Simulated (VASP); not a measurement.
# Ga2O3 (C2/m) in VASP: single point with PBE

Aim: the single point of Ga2O3 with PBE.

Program: VASP 6.6.1. These are calculated values, not measurements. Logs are shortened: lines on timing, memory, paths and dates and some standing lists are left out, and cuts for length are marked.

### Step 1. The cell of the first run

The structure is monoclinic, space group C2/m (No. 12). Conventional cell: a = 12.454 Å, b = 3.083 Å, c = 5.878 Å, α = 90.00°, β = 103.70°, γ = 90.00°. Within 2.6 Å of Ga (site symmetry m) lie 6 O at 1.97 to 2.11 Å. Within 2.5 Å of Ga (site symmetry m) lie 4 O at 1.86 to 1.90 Å. Within 2.5 Å of O (site symmetry m) lie 3 Ga at 1.86 to 1.97 Å. O (site symmetry m) has 4 Ga at 1.90 to 2.11 Å within 2.5 Å. Within 2.5 Å of O (site symmetry m) lie 3 Ga at 1.86 to 1.97 Å.

### Step 2. Single point, PBE

INCAR reads:

```
ALGO = Normal ; EDIFF = 1E-6
ENCUT = 520 ; GGA = PE
ISIF = 2 ; ISMEAR = 0
KPAR = 2 ; LASPH = T
LCHARG = F ; LREAL = Auto
LWAVE = F ; NBANDS = 202
NCORE = 2 ; NELM = 100
PREC = Accurate ; SIGMA = 0.01
```

KPOINTS reads:

```
Automatic mesh
0
Gamma
  2 2 2
  0.5 0.5 0.5
```

POSCAR reads:

```
Ga2O3
1.0
    4.8291132753     -1.5416465164      5.7151609440
    6.2270971196      4.6249395492      0.0062236436
   -1.3979838443      6.1665860655      5.7089373004
Ga O
16 24
Direct
    0.8490343878      0.8339595383      0.8367889433
    0.0990343878      0.5839595383      0.5867889433
    0.5990343878      0.0839595383      0.0867889433
    0.3490343878      0.3339595383      0.3367889433
    0.9009656122      0.4160404617      0.4132110567
    0.1509656122      0.1660404617      0.1632110567
    0.6509656122      0.6660404617      0.6632110567
    0.4009656122      0.9160404617      0.9132110567
    0.0351914019      0.7849559946      0.1700808545
    0.2851914019      0.5349559946      0.9200808545
    0.7851914019      0.0349559946      0.4200808545
    0.5351914019      0.2849559946      0.6700808545
    0.7148085981      0.4650440054      0.0799191455
    0.9648085981      0.2150440054      0.8299191455
    0.4648085981      0.7150440054      0.3299191455
    0.2148085981      0.9650440054      0.5799191455
    0.9996371909      0.0083134046      0.7436742443
    0.2496371909      0.7583134046      0.4936742443
    0.7496371909      0.2583134046      0.9936742443
    0.4996371909      0.5083134046      0.2436742443
    0.7503628091      0.2416865954      0.5063257557
    0.0003628091      0.9916865954      0.2563257557
    0.5003628091      0.4916865954      0.7563257557
    0.2503628091      0.7416865954      0.0063257557
    0.0875614138      0.5650480213      0.3481043374
    0.3375614138      0.3150480213      0.0981043374
    0.8375614138      0.8150480213      0.5981043374
    0.5875614138      0.0650480213      0.8481043374
    0.6624385862      0.6849519787      0.9018956626
    0.9124385862      0.4349519787      0.6518956626
    0.4124385862      0.9349519787      0.1518956626
    0.1624385862      0.1849519787      0.4018956626
    0.4272328086      0.8997854318      0.6819691283
    0.6772328086      0.6497854318      0.4319691283
    0.1772328086      0.1497854318      0.9319691283
    0.9272328086      0.3997854318      0.1819691283
    0.3227671914      0.3502145682      0.5680308717
    0.5727671914      0.1002145682      0.3180308717
    0.0727671914      0.6002145682      0.8180308717
    0.8227671914      0.8502145682      0.0680308717
```

Potentials or basis: VASP PAW PBE potentials, release 64 (Ga_d, O).

Run with:

```sh
$ cat potpaw_PBE.64/Ga_d/POTCAR potpaw_PBE.64/O/POTCAR > POTCAR
$ mpirun -np 4 vasp_std > vasp.out
```

OUTCAR:

```text
EDIFF = 1E-6
   ENCUT = 520
   GGA = PE
   ISIF = 2
   ISMEAR = 0
   LASPH = T
   LREAL = Auto
   NELM = 100
   PREC = Accurate

 ion  position               nearest neighbor table
   1  0.849  0.834  0.837-  40 1.97  39 1.97  17 1.97  29 2.04  28 2.11  27 2.11
   2  0.099  0.584  0.587-  39 1.97  37 1.97  18 1.97  30 2.04  27 2.11  25 2.11
   3  0.599  0.084  0.087-  38 1.97  40 1.97  19 1.97  31 2.04  26 2.11  28 2.11
   4  0.349  0.334  0.337-  37 1.97  38 1.97  20 1.97  32 2.04  25 2.11  26 2.11
   5  0.901  0.416  0.413-  36 1.97  34 1.97  21 1.97  25 2.04  32 2.11  30 2.11
   6  0.151  0.166  0.163-  35 1.97  36 1.97  22 1.97  26 2.04  31 2.11  32 2.11
   7  0.651  0.666  0.663-  34 1.97  33 1.97  23 1.97  27 2.04  30 2.11  29 2.11
   8  0.401  0.916  0.913-  33 1.97  35 1.97  24 1.97  28 2.04  29 2.11  31 2.11
   9  0.035  0.785  0.170-  40 1.86  24 1.86  22 1.86  25 1.90
  10  0.285  0.535  0.920-  39 1.86  23 1.86  24 1.86  26 1.90
  11  0.785  0.035  0.420-  38 1.86  22 1.86  21 1.86  27 1.90
  12  0.535  0.285  0.670-  37 1.86  21 1.86  23 1.86  28 1.90
  13  0.715  0.465  0.080-  36 1.86  20 1.86  19 1.86  29 1.90
  14  0.965  0.215  0.830-  35 1.86  19 1.86  17 1.86  30 1.90
  15  0.465  0.715  0.330-  34 1.86  18 1.86  20 1.86  31 1.90
  16  0.215  0.965  0.580-  33 1.86  17 1.86  18 1.86  32 1.90
  17  1.000  0.008  0.744-  16 1.86  14 1.86   1 1.97
[... 9 lines left out ...]
  27  0.838  0.815  0.598-  11 1.90   7 2.04   2 2.11   1 2.11
  28  0.588  0.065  0.848-  12 1.90   8 2.04   1 2.11   3 2.11
  29  0.662  0.685  0.902-  13 1.90   1 2.04   8 2.11   7 2.11
  30  0.912  0.435  0.652-  14 1.90   2 2.04   7 2.11   5 2.11
  31  0.412  0.935  0.152-  15 1.90   3 2.04   6 2.11   8 2.11
  32  0.162  0.185  0.402-  16 1.90   4 2.04   5 2.11   6 2.11
  33  0.427  0.900  0.682-  16 1.86   8 1.97   7 1.97
  34  0.677  0.650  0.432-  15 1.86   7 1.97   5 1.97
  35  0.177  0.150  0.932-  14 1.86   6 1.97   8 1.97
  36  0.927  0.400  0.182-  13 1.86   5 1.97   6 1.97
  37  0.323  0.350  0.568-  12 1.86   4 1.97   2 1.97
  38  0.573  0.100  0.318-  11 1.86   3 1.97   4 1.97
  39  0.073  0.600  0.818-  10 1.86   2 1.97   1 1.97
  40  0.823  0.850  0.068-   9 1.86   1 1.97   3 1.97

  LATTYP: Found a triclinic cell.
 ALAT       =    21.5742443790
 B/A-ratio  =     1.1216848550
 C/A-ratio  =     0.8997307814
 COS(alpha) =     0.0002833058
 COS(beta)  =     0.5388301550
 COS(gamma) =     0.8414548155

  Lattice vectors:

 A1 = (  18.6812913588, -10.7915256146,   0.0186709308)
 A2 = (  23.5104046341,   0.0000000001,   5.7338318748)
 A3 = (   1.3979838443, -18.4997581966,  -5.7089373004)

Analysis of symmetry for initial positions (statically):
=====================================================================
 Subroutine PRICEL returns following result:
[... 153 lines left out ...]
   TEBEG  =    0.0;   TEEND  =   0.0 temperature during run
   PSTRESS=    0.0 pullay stress
   NELECT =     352.0000    total number of electrons
   NUPDOWN=      -1.0000    fix difference up-down
   EMIN   =  10.00;   EMAX   =-10.00  energy-range for DOS
   EFERMI =   0.00;   METHOD = LEGACY
   ISMEAR =     0;   SIGMA  =   0.01  broadening in eV -4-tet -1-fermi 0-gaus
   EFERMI_NEDOS =   21; number of points for ismear=-14 and -15
   IALGO  =     38    algorithm
   IMIX   =      4    mixing-type and parameters
     AMIX     =   0.40;   BMIX     =  1.00
     AMIX_MAG =   1.60;   BMIX_MAG =  1.00
  volume/ion in A,a.u.               =      10.96        73.99
  Fermi-wavevector in a.u.,A,eV,Ry     =   1.521417  2.875062 31.493556  2.314711
  Thomas-Fermi vector in A             =   2.630135
   LORBIT       =      0    0 simple, 1 ext, 2 COOP (PROOUT), +10 PAW based schemes
   GGA     = PE    functional components
   LHFCALC =     F    Hartree Fock is set to
   AEXX    =    0.0000 exact exchange contribution
   IVDW    =     0    specifies the selected vdW correction
   LEPSILON=     F    determine dielectric tensor
   LRPA    =     F    only Hartree local field effects (RPA)
 non-spin polarized calculation
 Gauss-broadening in eV      SIGMA  =   0.01
  energy-cutoff  :      520.00
  volume of cell :      438.55
 maximum number of plane-waves:     11818
 NGX is ok and might be reduce to    60
   NGX = 29   NGY = 29   NGZ = 31

 number of electron     352.0000013 magnetization

 Free energy of the ion-electron system (eV)
  ---------------------------------------------------
  ext. energy  EPLUGINS =         0.00000000
  ---------------------------------------------------
  free energy    TOTEN  =      -238.74439883 eV

  energy without entropy =     -238.74439883  energy(sigma->0) =     -238.74439883

 E-fermi :   3.5140     XC(G=0): -11.3741

 val. band max:        3.3975432096   @ k =   0.2500   0.2500   0.2500
 cond. band min:       6.3420199478   @ k =   0.2500   0.2500   0.2500
 fundamental gap:      2.9444767383
 Fermi energy:         3.5139691366

 k-point     1 :       0.2500    0.2500    0.2500
  band No.  band energies     occupation
      1     -15.0768      2.00000
      2     -14.6039      2.00000
      3     -14.3959      2.00000
      4     -14.3702      2.00000
      5     -14.3157      2.00000
      6     -14.2392      2.00000
[... 753 lines left out ...]
    187       9.9698      0.00000
    188      10.2978      0.00000
 [bands above 188 left out]

------------------------ aborting loop because EDIFF is reached ----------------------------------------

  FORCE on cell =-STRESS in cart. coord.  units (eV):
  Direction    XX          YY          ZZ          XY          YZ          ZX
  --------------------------------------------------------------------------------------
  -------------------------------------------------------------------------------------
  Total        1.5554213      2.0420407      1.6203884     -0.0173164     -0.0174356      0.0574799
  in kB        5.6824635      7.4602432      5.9198093     -0.0632626     -0.0636978      0.2099931
  external PRESSURE =       6.3541720 kB  Pullay stress =       0.0000000 kB

 VOLUME and BASIS-vectors are now :
 -----------------------------------------------------------------------------
  energy-cutoff  :      520.00
  volume of cell :      438.55
      direct lattice vectors                 reciprocal lattice vectors
     4.829113275 -1.541646516  5.715160944     0.060118429 -0.081082141  0.102303557
     6.227097120  4.624939549  0.006223644     0.100430748  0.081082141 -0.062988857
    -1.397983844  6.166586065  5.708937300    -0.060293453  0.081082141  0.072817532

 POSITION                                       TOTAL-FORCE (eV/Angst)
 -----------------------------------------------------------------------------------
      8.12341      7.70823      9.63473         0.011005      0.000496      0.003211
      3.29430      6.16659      3.91957         0.011005      0.000496      0.003211
      3.29430      0.00000      3.91957         0.011005      0.000496      0.003211
      3.29430      3.08329      3.91957         0.011005      0.000496      0.003211
      6.36393      3.08329      7.51075        -0.011005     -0.000496     -0.003211
      1.53481      1.54165      1.79559        -0.011005     -0.000496     -0.003211
[... 32 lines left out ...]
      2.94540      7.70823      5.08970        -0.019178     -0.000505      0.015513
      9.17250      3.08329      5.09592        -0.019178     -0.000505      0.015513
 -----------------------------------------------------------------------------------
    total drift:                                0.000000      0.000000      0.000000

  FREE ENERGIE OF THE ION-ELECTRON SYSTEM (eV)
  ---------------------------------------------------
  free  energy   TOTEN  =      -238.7443988263 eV

  energy  without entropy=     -238.7443988263  energy(sigma->0) =     -238.74439883
```

OSZICAR:

```text
N       E                     dE             d eps       ncg     rms          rms(c)
DAV:   1     0.749276058874E+04    0.74928E+04   -0.12776E+05  1720   0.317E+03
DAV:   2     0.180709712386E+04   -0.56857E+04   -0.53447E+04  1616   0.978E+02
DAV:   3    -0.228960331483E+02   -0.18300E+04   -0.17375E+04  2032   0.358E+02
DAV:   4    -0.258295389195E+03   -0.23540E+03   -0.23132E+03  1968   0.137E+02
DAV:   5    -0.275005224356E+03   -0.16710E+02   -0.16543E+02  2280   0.383E+01    0.349E+01
DAV:   6    -0.237902129518E+03    0.37103E+02   -0.15752E+02  2912   0.650E+01    0.101E+01
DAV:   7    -0.238933750468E+03   -0.10316E+01   -0.17164E+01  1936   0.114E+01    0.701E+00
DAV:   8    -0.238846685298E+03    0.87065E-01   -0.26387E+00  2432   0.739E+00    0.216E+00
DAV:   9    -0.238737150493E+03    0.10953E+00   -0.64944E-01  2368   0.506E+00    0.635E-01
DAV:  10    -0.238741531593E+03   -0.43811E-02   -0.12175E-01  2232   0.176E+00    0.283E-01
DAV:  11    -0.238743893715E+03   -0.23621E-02   -0.20156E-02  1984   0.109E+00    0.246E-01
DAV:  12    -0.238744541390E+03   -0.64768E-03   -0.10246E-02  2280   0.694E-01    0.145E-01
DAV:  13    -0.238744345581E+03    0.19581E-03   -0.37193E-03  2480   0.432E-01    0.563E-02
DAV:  14    -0.238744380291E+03   -0.34710E-04   -0.96906E-04  2080   0.169E-01    0.179E-02
DAV:  15    -0.238744396593E+03   -0.16302E-04   -0.29140E-04  2448   0.968E-02    0.187E-02
DAV:  16    -0.238744399579E+03   -0.29865E-05   -0.85785E-05  2760   0.511E-02    0.115E-02
DAV:  17    -0.238744397949E+03    0.16303E-05   -0.16065E-05  2032   0.292E-02    0.363E-03
DAV:  18    -0.238744398826E+03   -0.87709E-06   -0.52878E-06  1456   0.136E-02
   1 F= -.23874440E+03 E0= -.23874440E+03  d E =-.190881E-61
```

Run time: 2.9 min. Hardware: 4 MPI ranks of AMD EPYC 7R43 (Zen 3), shared host; peak memory 0.38 GiB.

What came out:

```
Free energy            : -238.7444 eV
Pressure               : 0.6 GPa
Largest force          : 0.025 eV/Å
Band gap on the k mesh : 2.94 eV
```

Forces in eV/Å, atoms in the order of the input:
```
Ga   0.011  0.000  0.003
Ga   0.011  0.000  0.003
Ga   0.011  0.000  0.003
Ga   0.011  0.000  0.003
Ga  -0.011  0.000 -0.003
Ga  -0.011  0.000 -0.003
Ga  -0.011  0.000 -0.003
Ga  -0.011  0.000 -0.003
Ga  -0.003 -0.001 -0.004
Ga  -0.003 -0.001 -0.004
Ga  -0.003 -0.001 -0.004
Ga  -0.003 -0.001 -0.004
Ga   0.003  0.001  0.004
Ga   0.003  0.001  0.004
Ga   0.003  0.001  0.004
Ga   0.003  0.001  0.004
O   -0.003 -0.003 -0.007
O   -0.003 -0.003 -0.007
O   -0.003 -0.003 -0.007
O   -0.003 -0.003 -0.007
O    0.003  0.003  0.007
O    0.003  0.003  0.007
O    0.003  0.003  0.007
O    0.003  0.003  0.007
O    0.009  0.000 -0.001
O    0.009  0.000 -0.001
O    0.009  0.000 -0.001
O    0.009  0.000 -0.001
O   -0.009  0.000  0.001
O   -0.009  0.000  0.001
O   -0.009  0.000  0.001
O   -0.009  0.000  0.001
O    0.019  0.001 -0.016
O    0.019  0.001 -0.016
O    0.019  0.001 -0.016
O    0.019  0.001 -0.016
O   -0.019 -0.001  0.016
O   -0.019 -0.001  0.016
O   -0.019 -0.001  0.016
O   -0.019 -0.001  0.016
```

Caveat: a shifted mesh leaves out Γ, where band edges can lie.
